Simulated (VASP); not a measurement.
# NaI (R3m) in VASP: a series of runs

Aim: see how the results for NaI move with the level of theory and the settings. Levels: PBEsol, r2SCAN+rVV10. Tasks: single point, relaxation of cell and atoms.

Program: VASP 6.6.1. These are calculated values, not measurements. Logs are shortened: lines on timing, memory, paths and dates and some standing lists are left out, and cuts for length are marked.

## 1. The cell of the first run

The structure is trigonal, space group R3m (No. 160). Conventional cell: a = 4.971 Å, b = 4.971 Å, c = 12.309 Å, α = 90.00°, β = 90.00°, γ = 120.00°. Within 4.0 Å of Na (site symmetry 3m) lie 4 I at 3.05 to 3.06 Å. Within 4.0 Å of I (site symmetry 3m) lie 4 Na at 3.05 to 3.06 Å.

## 2. Single point, PBEsol

INCAR

```
  PREC = Accurate
  ENCUT = 520
  EDIFF = 1E-6
  ISMEAR = -1
  SIGMA = 0.03
  LREAL = F
  LASPH = T
  NELM = 60
  ALGO = Normal
  ISIF = 2
  LWAVE = F
  LCHARG = F
  GGA = PS
  NBANDS = 14
```

KPOINTS

```
regular mesh
0
Gamma
  6 6 6
```

POSCAR

```
NaI
1.0
    2.4855387519      1.4350264688      4.1029804960
   -2.4855387519      1.4350264688      4.1029804960
    0.0000000000     -2.8700529337      4.1029804974
Na I
1 1
Direct
    1.0420618396      1.0420618396      1.0420618396
    0.2903711604      0.2903711604      0.2903711604
```

Potentials or basis: VASP PAW PBE potentials, release 64 (Na_pv, I).

Run with:

```sh
$ cat potpaw_PBE.64/Na_pv/POTCAR potpaw_PBE.64/I/POTCAR > POTCAR
$ mpirun -np 1 vasp_std > vasp.out
```

OUTCAR:

```text
PREC = Accurate
   ENCUT = 520
   EDIFF = 1E-6
   ISMEAR = -1
   LREAL = F
   LASPH = T
   NELM = 60
   ISIF = 2
   GGA = PS

 ion  position               nearest neighbor table
   1  0.042  0.042  0.042-   2 3.05   2 3.05   2 3.05   2 3.06
   2  0.290  0.290  0.290-   1 3.05   1 3.05   1 3.05   1 3.06

  LATTYP: Found a trigonal (rhomboedric) cell.
 ALAT       =     5.0071601536
 COS(alpha) =     0.5071802457

  Lattice vectors:

 A1 = (   2.4855387519,   1.4350264688,   4.1029804960)
 A2 = (  -2.4855387519,   1.4350264688,   4.1029804960)
 A3 = (   0.0000000000,  -2.8700529337,   4.1029804974)

Analysis of symmetry for initial positions (statically):
=====================================================================
 Subroutine PRICEL returns:
 Original cell was already a primitive cell.

 Routine SETGRP: Setting up the symmetry group for a
 trigonal (rhombohedral) supercell.

 Subroutine GETGRP returns: Found  6 space group operations
 (whereof  6 operations were pure point group operations)
 out of a pool of 12 trial point group operations.

The static configuration has the point symmetry C_3v.

Analysis of symmetry for dynamics (positions and initial velocities):
=====================================================================
 Subroutine PRICEL returns:
 Original cell was already a primitive cell.

 Routine SETGRP: Setting up the symmetry group for a
 trigonal (rhombohedral) supercell.

 Subroutine GETGRP returns: Found  6 space group operations
 (whereof  6 operations were pure point group operations)
 out of a pool of 12 trial point group operations.

The dynamic configuration has the point symmetry C_3v.

 Subroutine INISYM returns: Found  6 space group operations
 (whereof  6 operations are pure point group operations),
 and found     1 'primitive' translations

----------------------------------------------------------------------------------------

                                     Primitive cell

  volume of cell :      87.8074

  direct lattice vectors                    reciprocal lattice vectors
     2.485538752  1.435026469  4.102980496     0.201163631  0.116141876  0.081241754
    -2.485538752  1.435026469  4.102980496    -0.201163631  0.116141876  0.081241754
     0.000000000 -2.870052934  4.102980497     0.000000000 -0.232283753  0.081241754

  length of vectors
     5.007160154  5.007160154  5.007160154     0.246081215  0.246081215  0.246081215

  position of ions in fractional coordinates (direct lattice)
     0.042061840  0.042061840  0.042061840
     0.290371160  0.290371160  0.290371160

  ion indices of the primitive-cell ions
   primitive index   ion index
                 1           1
                 2           2

----------------------------------------------------------------------------------------

 KPOINTS: regular mesh

Automatic generation of k-mesh.
 Grid dimensions read from file:
 generate k-points for:    6    6    6

 Generating k-lattice:

  Cartesian coordinates                     Fractional coordinates (reciprocal lattice)
     0.033527272  0.019356979  0.013540292     0.166666667 -0.000000000 -0.000000000
    -0.033527272  0.019356979  0.013540292    -0.000000000  0.166666667 -0.000000000
     0.000000000 -0.038713959  0.013540292     0.000000000  0.000000000  0.166666667

  Length of vectors
     0.041013536  0.041013536  0.041013536

  Shift w.r.t. Gamma in fractional coordinates (k-lattice)
     0.000000000  0.000000000  0.000000000

 Subroutine IBZKPT returns following result:
 ===========================================

 Found     32 irreducible k-points:

 Following reciprocal coordinates:
            Coordinates               Weight
  0.000000  0.000000  0.000000      1.000000
  0.166667 -0.000000  0.000000      6.000000
  0.333333  0.000000 -0.000000      6.000000
  0.500000  0.000000 -0.000000      3.000000
  0.166667  0.166667  0.000000      6.000000
  0.333333  0.166667 -0.000000     12.000000
[... 16 lines left out ...]
  0.500000  0.500000  0.166667      6.000000
 -0.333333  0.500000  0.166667     12.000000
 [... further k-points ...]
   k-points           NKPTS =     32   k-points in BZ     NKDIM =     32   number of bands    NBANDS=     14
   number of dos      NEDOS =    301   number of ions     NIONS =      2
   total plane-waves  NPLWV =  64000
   dimension x,y,z NGX =    40 NGY =   40 NGZ =   40
   dimension x,y,z NGXF=    80 NGYF=   80 NGZF=   80
   ions per type =               1   1
   NGX,Y,Z   is equivalent  to a cutoff of  13.28, 13.28, 13.28 a.u.
   NGXF,Y,Z  is equivalent  to a cutoff of  26.56, 26.56, 26.56 a.u.
 SYSTEM =  unknown system
   PREC   = accura    normal or accurate (medium, high low for compatibility)
   ISTART =      0    job   : 0-new  1-cont  2-samecut
   ICHARG =      2    charge: 1-file 2-atom 10-const
   ISPIN  =      1    spin polarized calculation?
   LNONCOLLINEAR =      F non collinear calculations
   LSORBIT =      F    spin-orbit coupling
   LASPH  =      T    aspherical Exc in radial PAW
   ENCUT  =  520.0 eV  38.22 Ry    6.18 a.u.   9.31  9.31  9.31*2*pi/ulx,y,z
   NELM   =     60;   NELMIN=  2; NELMDL= -5     # of ELM steps
   EDIFF  = 0.1E-05   stopping-criterion for ELM
   LREAL  =      F    real-space projection
   EDIFFG = 0.1E-04   stopping-criterion for IOM
   NSW    =      0    number of steps for IOM
   IBRION =     -1    ionic relax: 0-MD 1-quasi-New 2-CG
   NFREE  =      0    steps in history (QN), initial steepest desc. (CG)
   ISIF   =      2    stress and relaxation
   ISYM   =      2    0-nonsym 1-usesym 2-fastsym
   POTIM  = 0.5000    time-step for ionic-motion
   TEBEG  =    0.0;   TEEND  =   0.0 temperature during run
   PSTRESS=    0.0 pullay stress
   NELECT =      14.0000    total number of electrons
   NUPDOWN=      -1.0000    fix difference up-down
   EMIN   =  10.00;   EMAX   =-10.00  energy-range for DOS
   EFERMI =   0.00;   METHOD = LEGACY
   ISMEAR =    -1;   SIGMA  =   0.03  broadening in eV -4-tet -1-fermi 0-gaus
   EFERMI_NEDOS =   21; number of points for ismear=-14 and -15
   IALGO  =     38    algorithm
   IMIX   =      4    mixing-type and parameters
     AMIX     =   0.40;   BMIX     =  1.00
     AMIX_MAG =   1.60;   BMIX_MAG =  1.00
  volume/ion in A,a.u.               =      43.90       296.28
  Fermi-wavevector in a.u.,A,eV,Ry     =   0.887715  1.677539 10.721918  0.788039
  Thomas-Fermi vector in A             =   2.009050
   LORBIT       =      0    0 simple, 1 ext, 2 COOP (PROOUT), +10 PAW based schemes
   GGA     = PS    functional components
   LHFCALC =     F    Hartree Fock is set to
   AEXX    =    0.0000 exact exchange contribution
   IVDW    =     0    specifies the selected vdW correction
   LEPSILON=     F    determine dielectric tensor
   LRPA    =     F    only Hartree local field effects (RPA)
 non-spin polarized calculation
  energy-cutoff  :      520.00
  volume of cell :       87.81
 maximum number of plane-waves:      2378
 NGX is ok and might be reduce to    40
   NGX = 19   NGY = 19   NGZ = 19

 number of electron      13.9999996 magnetization

 Free energy of the ion-electron system (eV)
  ---------------------------------------------------
  ext. energy  EPLUGINS =         0.00000000
  ---------------------------------------------------
  free energy    TOTEN  =        -5.49545363 eV

  energy without entropy =       -5.49545363  energy(sigma->0) =       -5.49545363

 E-fermi :  -0.4837     XC(G=0):  -6.6274

 val. band max:       -1.1109379531   @ k =   0.0000   0.0000   0.0000
 cond. band min:       2.6209197602   @ k =   0.0000   0.0000   0.0000
 fundamental gap:      3.7318577133
 Fermi energy:        -0.4837241947

 k-point     1 :       0.0000    0.0000    0.0000
  band No.  band energies     occupation
      1     -23.0260      2.00000
      2     -23.0260      2.00000
      3     -23.0253      2.00000
      4     -11.6029      2.00000
      5      -1.1431      2.00000
      6      -1.1109      2.00000
      7      -1.1109      2.00000
      8       2.6209      0.00000
      9       6.6851      0.00000
     10       6.7815      0.00000
     11       6.7815      0.00000
     12       8.5468      0.00000
     13       8.5468      0.00000
     14       9.8539      0.00000

 k-point     2 :       0.1667   -0.0000    0.0000
  band No.  band energies     occupation
      1     -23.0267      2.00000
      2     -23.0261      2.00000
      3     -23.0254      2.00000
      4     -11.5694      2.00000
      5      -1.5198      2.00000
      6      -1.1745      2.00000
      7      -1.1487      2.00000
      8       3.2156      0.00000
      9       6.4039      0.00000
     10       6.8515      0.00000
     11       6.9327      0.00000
     12       8.1115      0.00000
     13       8.1450      0.00000
     14       9.5844      0.00000

 k-point     3 :       0.3333    0.0000   -0.0000
  band No.  band energies     occupation
      1     -23.0282      2.00000
      2     -23.0263      2.00000
      3     -23.0256      2.00000
      4     -11.5009      2.00000
      5      -2.1340      2.00000
      6      -1.2417      2.00000
      7      -1.2212      2.00000
      8       4.0505      0.00000
      9       6.2947      0.00000
     10       6.6519      0.00000
     11       6.7135      0.00000
     12       8.7198      0.00000
     13       8.8045      0.00000
     14       9.0383      0.00000
[... 324 lines left out ...]
 k-point    23 :       0.5000    0.5000    0.1667
  band No.  band energies     occupation
      1     -23.0286      2.00000
      2     -23.0268      2.00000
      3     -23.0266      2.00000
      4     -11.4353      2.00000
      5      -2.1908      2.00000
      6      -1.6579      2.00000
      7      -1.4542      2.00000
      8       4.3397      0.00000
      9       5.3956      0.00000
     10       6.9778      0.00000
     11       8.1961      0.00000
     12       8.7635      0.00000
     13      10.3468      0.00000
     14      10.6865      0.00000

 k-point    24 :      -0.3333    0.5000    0.1667
  band No.  band energies     occupation
      1     -23.0287      2.00000
      2     -23.0270      2.00000
      3     -23.0264      2.00000
      4     -11.4227      2.00000
      5      -2.1358      2.00000
      6      -1.7442      2.00000
      7      -1.5763      2.00000
      8       4.5430      0.00000
      9       5.6435      0.00000
     10       7.0272      0.00000
     11       7.2798      0.00000
     12       9.5284      0.00000
     13      10.3010      0.00000
     14      10.6419      0.00000

 [... further k-points ...]

------------------------ aborting loop because EDIFF is reached ----------------------------------------

  FORCE on cell =-STRESS in cart. coord.  units (eV):
  Direction    XX          YY          ZZ          XY          YZ          ZX
  --------------------------------------------------------------------------------------
  -------------------------------------------------------------------------------------
  Total        0.0349356      0.0349356      0.0067956      0.0000000     -0.0000000      0.0000000
  in kB        0.6374522      0.6374522      0.1239953      0.0000000     -0.0000000      0.0000000
  external PRESSURE =       0.4662999 kB  Pullay stress =       0.0000000 kB

 VOLUME and BASIS-vectors are now :
 -----------------------------------------------------------------------------
  energy-cutoff  :      520.00
  volume of cell :       87.81
      direct lattice vectors                 reciprocal lattice vectors
     2.485538752  1.435026469  4.102980496     0.201163631  0.116141876  0.081241754
    -2.485538752  1.435026469  4.102980496    -0.201163631  0.116141876  0.081241754
     0.000000000 -2.870052934  4.102980497     0.000000000 -0.232283753  0.081241754

 POSITION                                       TOTAL-FORCE (eV/Angst)
 -----------------------------------------------------------------------------------
      0.00000      0.00000      0.51774         0.000000     -0.000000     -0.000319
      0.00000      0.00000      3.57416         0.000000      0.000000      0.000319
 -----------------------------------------------------------------------------------
    total drift:                               -0.000000     -0.000000     -0.000098

  FREE ENERGIE OF THE ION-ELECTRON SYSTEM (eV)
  ---------------------------------------------------
  free  energy   TOTEN  =        -5.4954536334 eV

  energy  without entropy=       -5.4954536334  energy(sigma->0) =       -5.49545363
```

It took 18 s on 1 thread of Intel Xeon 6975P-C (Granite Rapids), shared host; peak memory 0.25 GiB.

Results:

| Quantity | Value |
| --- | --- |
| Free energy | -5.4955 eV |
| Pressure | 0.0 GPa |
| Band gap on the k mesh | 3.73 eV |

Levels at points of the mesh, in eV from the valence-band top:
| k point | band 4 | band 5 | band 6 | band 7 | band 8 | band 9 | band 10 | band 11 |
| --- | --- | --- | --- | --- | --- | --- | --- | --- |
| (0.00, 0.00, 0.00) | -10.49 | -0.03 | 0.00 | 0.00 | 3.73 | 7.80 | 7.89 | 7.89 |
| (0.50, 0.00, 0.00) | -10.35 | -1.28 | -0.16 | -0.15 | 5.35 | 7.57 | 7.63 | 7.65 |
| (0.50, 0.50, 0.00) | -10.31 | -1.18 | -0.44 | -0.41 | 5.07 | 6.15 | 9.01 | 10.39 |
| (0.50, 0.50, 0.50) | -10.36 | -1.28 | -0.13 | -0.13 | 5.36 | 7.61 | 7.65 | 7.65 |

Caveat: the PAW data sets were made with another functional, which shifts forces and pressure a little; spin-orbit coupling is left out, which moves the levels of the heavy elements.

## 3. Single point, r2SCAN+rVV10

This run uses another cell than the first one, of 43.31 Å³/atom.

POSCAR

```
NaI
1.0
    2.4831274597      1.4336343086      4.0550677111
   -2.4831274597      1.4336343086      4.0550677111
    0.0000000000     -2.8672686133      4.0550677125
Na I
1 1
Direct
    1.0413089394      1.0413089394      1.0413089394
    0.2911240606      0.2911240606      0.2911240606
```

INCAR.step1

```
PREC = Accurate ; ENCUT = 520
ISMEAR = -1 ; SIGMA = 0.03
LREAL = False ; LASPH = True
NELM = 100 ; NBANDS = 14
GGA = PE ; ALGO = Normal
EDIFF = 1E-4 ; LWAVE = True
LCHARG = False
```

INCAR.step2

```
PREC = Accurate ; ENCUT = 520
EDIFF = 1E-6 ; ISMEAR = -1
SIGMA = 0.03 ; LREAL = False
LASPH = True ; NELM = 100
ALGO = Normal ; ISIF = 2
LWAVE = False ; LCHARG = False
METAGGA = R2SCAN ; LMIXTAU = True
LUSE_VDW = True ; IVDW_NL = 2
BPARAM = 11.95 ; CPARAM = 0.0093
NBANDS = 14 ; ISTART = 1
```

KPOINTS

```
Automatic mesh
0
Gamma
  6 6 6
```

Potentials or basis: VASP PAW PBE potentials, release 64 (Na_pv, I).

Run with:

```sh
$ cat potpaw_PBE.64/Na_pv/POTCAR potpaw_PBE.64/I/POTCAR > POTCAR
$ cp INCAR.step1 INCAR
$ mpirun -np 1 vasp_std > vasp.out
$ cp INCAR.step2 INCAR
$ mpirun -np 1 vasp_std > vasp.out
```

It took 2.1 min on 1 thread of Intel Xeon 6975P-C (Granite Rapids), shared host; peak memory 0.5 GiB.

Results (log left out):

```
Free energy            : -30.3522 eV
Pressure               : 0.0 GPa
Band gap on the k mesh : 4.35 eV
```

Levels at points of the mesh, in eV from the valence-band top:
```tsv
k point	band 3	band 4	band 5	band 6	band 7	band 8	band 9	band 10	band 11	band 12
(0.00, 0.00, 0.00)	-22.79	-10.78	0.00	0.00	0.00	4.35	8.56	8.56	8.56	10.29
(0.50, 0.00, 0.00)	-22.79	-10.63	-1.29	-0.14	-0.14	6.06	8.12	8.20	8.20	11.33
(0.50, 0.50, 0.00)	-22.79	-10.58	-1.18	-0.42	-0.42	5.43	6.81	9.93	11.28	11.28
(0.50, 0.50, 0.50)	-22.79	-10.63	-1.29	-0.14	-0.14	6.06	8.12	8.20	8.20	11.33
```

Caveat: the PAW data sets were made with another functional, which shifts forces and pressure a little; spin-orbit coupling is left out, which moves the levels of the heavy elements.

## 4. Relaxation of cell and atoms, r2SCAN+rVV10

POSCAR

```
NaI
1.0
    2.4855387519      1.4350264688      4.1029804960
   -2.4855387519      1.4350264688      4.1029804960
    0.0000000000     -2.8700529337      4.1029804974
Na I
1 1
Direct
    1.0420618396      1.0420618396      1.0420618396
    0.2903711604      0.2903711604      0.2903711604
```

INCAR.step1

```
SYSTEM = NaI
  ALGO = Normal
  EDIFF = 1E-4
  ENCUT = 600
  GGA = PE
  ISMEAR = -1
  LASPH = .TRUE.
  LCHARG = .FALSE.
  LREAL = .FALSE.
  LWAVE = .TRUE.
  NELM = 100
  PREC = Accurate
  SIGMA = 0.03
```

INCAR.step2

```
SYSTEM = NaI
  ALGO = Normal
  BPARAM = 11.95
  CPARAM = 0.0093
  EDIFF = 1E-6
  EDIFFG = -0.01
  ENCUT = 600
  IBRION = 2
  ISIF = 3
  ISMEAR = -1
  ISTART = 1
  IVDW_NL = 2
  LASPH = .TRUE.
  LCHARG = .FALSE.
  LMIXTAU = .TRUE.
  LREAL = .FALSE.
  LUSE_VDW = .TRUE.
  LWAVE = .FALSE.
  METAGGA = R2SCAN
  NELM = 100
  NSW = 100
  PREC = Accurate
  SIGMA = 0.03
```

KPOINTS

```
k-points
0
G
  6 6 6
  0 0 0
```

Run with:

```sh
$ cat potpaw_PBE.64/Na_pv/POTCAR potpaw_PBE.64/I/POTCAR > POTCAR
$ cp INCAR.step1 INCAR
$ mpirun -np 1 vasp_std > vasp.out
$ cp INCAR.step2 INCAR
$ mpirun -np 1 vasp_std > vasp.out
```

Wall time 6.5 min (1 thread of Intel Xeon 6975P-C (Granite Rapids), shared host); peak memory 0.51 GiB.

It converged, with:

* Free energy: -30.3539 eV
* Relaxed volume: 43.22 Å³/atom
* Relaxed cell: a = 4.977 Å, b = 4.977 Å, c = 4.977 Å, α = 59.62°, β = 59.62°, γ = 59.62°
* Space group after relaxing (to 0.1 Å): F-43m (No. 216)
* Energy gained by relaxing: 0.6 meV/atom
* Ionic steps: 4
* Pressure after relaxing: 0.0 GPa
* Largest force after relaxing: 0.003 eV/Å
* Band gap on the k mesh: 4.35 eV

Forces in eV/Å, atoms in the order of the input:
```
Na   0.000  0.000  0.003
I    0.000  0.000 -0.003
```

The path:
```tsv
step	energy change (eV)	largest force (eV/Å)	pressure (GPa)	volume (Å³)
1	0.0000	0.0013	-0.20	87.81
2	-0.0008	0.0029	-0.10	87.13
3	-0.0010	0.0032	-0.07	86.89
4	-0.0012	0.0032	-0.01	86.43
```

Final structure:
```
Na I
1.0
     2.47427    1.42852    4.07564
    -2.47427    1.42852    4.07564
     0.00000   -2.85704    4.07564
Na I
1 1
Direct
  0.04207 0.04207 0.04207
  0.29036 0.29036 0.29036
```

Levels at points of the mesh, in eV from the valence-band top:
| k point | band 3 | band 4 | band 5 | band 6 | band 7 | band 8 | band 9 | band 10 | band 11 |
| --- | --- | --- | --- | --- | --- | --- | --- | --- | --- |
| (0.00, 0.00, 0.00) | -22.80 | -10.79 | -0.03 | 0.00 | 0.00 | 4.35 | 8.50 | 8.59 | 8.59 |
| (0.50, 0.00, 0.00) | -22.80 | -10.64 | -1.31 | -0.16 | -0.15 | 6.05 | 8.12 | 8.16 | 8.21 |
| (0.50, 0.50, 0.00) | -22.80 | -10.59 | -1.20 | -0.45 | -0.42 | 5.41 | 6.80 | 9.93 | 11.26 |
| (0.50, 0.50, 0.50) | -22.80 | -10.64 | -1.31 | -0.13 | -0.13 | 6.07 | 8.10 | 8.23 | 8.23 |

Caveat: the PAW data sets were made with another functional, which shifts forces and pressure a little; spin-orbit coupling is left out, which moves the levels of the heavy elements.

## 5. Overview

| task | level | cell | cutoff (eV) | gap on the mesh (eV) | pressure (GPa) |
| --- | --- | --- | --- | --- | --- |
| single point | PBEsol | a = 5.007 Å, angles 59.5°, 2 atoms, atomic positions A | 520 | 3.73 | 0.0 |
| single point | r2SCAN+rVV10 | a = 4.966 Å, angles 60.0°, 2 atoms, atomic positions B | 520 | 4.35 | 0.0 |
| relaxation of cell and atoms | r2SCAN+rVV10 | relaxed from a = 5.007 Å, angles 59.5°, 2 atoms, atomic positions A | 600 | 4.35 | 0.0 |

Alike in all rows: potentials or basis VASP PAW PBE potentials, release 64 (Na_pv, I); no spin polarisation; k mesh 6 × 6 × 6; smearing fermi-dirac 0.03 eV.

Caveats: the PAW data sets were made with another functional, which shifts forces and pressure a little; spin-orbit coupling is left out, which moves the levels of the heavy elements.

Total energies depend on the potentials used, so only differences within one code and one set of settings carry meaning.
